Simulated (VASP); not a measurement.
A run of VASP 6.6.1 is set up as follows.

The input INCAR:

```
ALGO     = Normal         # electronic algorithm
EDIFF    = 1E-7           # SCF threshold, eV
ENCUT    = 520            # plane-wave cutoff, eV
GGA      = PE             # functional
ISIF     = 2              # what is computed and relaxed
ISMEAR   = -1             # smearing method
LASPH    = True           # aspherical terms in the spheres
LCHARG   = False          # write CHGCAR
LREAL    = Auto         
LWAVE    = False          # write WAVECAR
NBANDS   = 130            # bands
NELECT   = 202.0        
NELM     = 100            # most SCF steps
PREC     = Accurate       # precision mode
SIGMA    = 0.01           # smearing width, eV
```

File KPOINTS:

```
k-points
0
Gamma
  3 4 2
```

Contents of POSCAR:

```
Al24GeN23
1.0
    9.3390000000      0.0000000000      0.0000000000
   -3.1130000000      5.3918741640      0.0000000000
    0.0000000000      0.0000000000      9.9620000000
Al Ge N
24 1 23
Direct
    0.1113343508      0.3332280046     -0.0375153935
    0.1101034893      0.3328668394      0.4831991550
    0.1162036045      0.8370095717     -0.0004447887
    0.1080504597      0.8307999162      0.5041572972
    0.4411801151      0.3301478237     -0.0002994861
    0.4478439493      0.3345978051      0.5044007720
    0.4423609899      0.8323788159      0.0003740108
    0.4510090742      0.8398065121      0.5035320810
    0.7805241363      0.3321231940      0.0015496161
    0.7761569914      0.3387437920      0.5035657273
    0.7789708099      0.8375209482      0.0025372747
    0.7733984736      0.8233475648      0.5025285719
    0.2368261867      0.1516545986      0.2625102197
    0.2234623867      0.1645466449      0.7392706953
    0.2407926035      0.7064029933      0.2625687414
    0.2247989563      0.6715853727      0.7391025997
    0.5604715233      0.1763821959      0.2505803089
    0.5570566463      0.1684817450      0.7542449142
    0.5450088400      0.6537490362      0.2493150562
    0.5561796766      0.6664713697      0.7540985524
    0.8510957295      0.1362852699      0.2637436909
    0.8850308184      0.1634239723      0.7384063084
    0.8943191128      0.6724679801      0.2474181554
    0.8886376134      0.6668077934      0.7550421086
    0.1035452898      0.3287198504      0.1861538849
    0.1108734466      0.3334482385      0.6847485434
    0.1178237583      0.8373552737      0.1907819528
    0.1057509941      0.8289245824      0.6902339641
    0.4480908373      0.3273057103      0.1901030842
    0.4489192262      0.3364569816      0.6920023736
    0.4557266891      0.8503775994      0.1920672964
    0.4511744372      0.8386469214      0.6914661957
    0.7731007815      0.3378691948      0.1914717713
    0.7764176015      0.3387637254      0.6916864275
    0.7638016202      0.8147172693      0.1927652446
    0.7752751492      0.8249084949      0.6911884974
    0.2276386943      0.1611296127      0.4526429960
    0.2264241154      0.1618094579      0.9261699720
    0.2295085040      0.6819068717      0.4527963880
    0.2273850086      0.6782072802      0.9264217681
    0.5572625191      0.1701329581      0.4415362375
    0.5569579952      0.1681714152      0.9427071737
    0.5526428721      0.6626887328      0.4408811807
    0.5546496199      0.6654848812      0.9435877838
    0.8757464769      0.1562792977      0.4537496275
    0.8802019000      0.1594208114      0.9261494314
    0.8896353163      0.6677577169      0.4394430813
    0.8906306096      0.6686873628      0.9453589355
```

Potentials or basis: VASP PAW PBE potentials, release 64 (Al, Ge_d, N).

Launch:

```console
$ cat potpaw_PBE.64/Al/POTCAR potpaw_PBE.64/Ge_d/POTCAR potpaw_PBE.64/N/POTCAR > POTCAR
$ mpirun -np 1 vasp_std > vasp.out
```

Q: Estimate the largest force.

A: 0.019 eV/Å.

Forces on the atoms (eV/Å):
```
Al  -0.001  0.001  0.019
Al  -0.003  0.001 -0.009
Al  -0.001  0.001 -0.003
Al   0.001  0.002  0.004
Al   0.002 -0.001  0.002
Al  -0.001  0.000  0.000
Al   0.000  0.001 -0.002
Al  -0.004 -0.004  0.004
Al  -0.002  0.003  0.001
Al   0.004  0.000  0.000
Al   0.000 -0.001  0.002
Al   0.001  0.002 -0.003
Al  -0.006  0.011 -0.004
Al   0.003  0.000  0.007
Al   0.003 -0.010 -0.006
Al  -0.002 -0.001  0.005
Al  -0.002 -0.002 -0.001
Al  -0.001  0.000  0.004
Al   0.001  0.004 -0.005
Al  -0.003 -0.002  0.004
Al   0.015  0.007 -0.008
Al   0.000  0.000  0.003
Al   0.000  0.000 -0.005
Al   0.007 -0.003  0.006
Ge   0.000  0.000 -0.002
N    0.000 -0.001  0.001
N   -0.005 -0.004  0.000
N   -0.002 -0.001 -0.004
N   -0.003  0.001  0.002
N    0.000  0.000 -0.004
N    0.000 -0.002  0.004
N    0.000 -0.001 -0.004
N    0.001  0.002  0.000
N    0.000  0.001 -0.005
N    0.002  0.001  0.002
N    0.001  0.000 -0.004
N    0.000 -0.001 -0.001
N   -0.003  0.002  0.001
N   -0.001  0.000 -0.001
N    0.000 -0.002  0.001
N    0.000  0.001  0.000
N   -0.001 -0.001 -0.004
N    0.001 -0.001  0.002
N   -0.002 -0.001 -0.004
N   -0.001  0.000  0.001
N    0.000  0.000  0.003
N    0.000 -0.001  0.005
N    0.002  0.000 -0.007
```

Caveat: the cell carries a net charge on a neutralising background, which shifts energy and pressure.
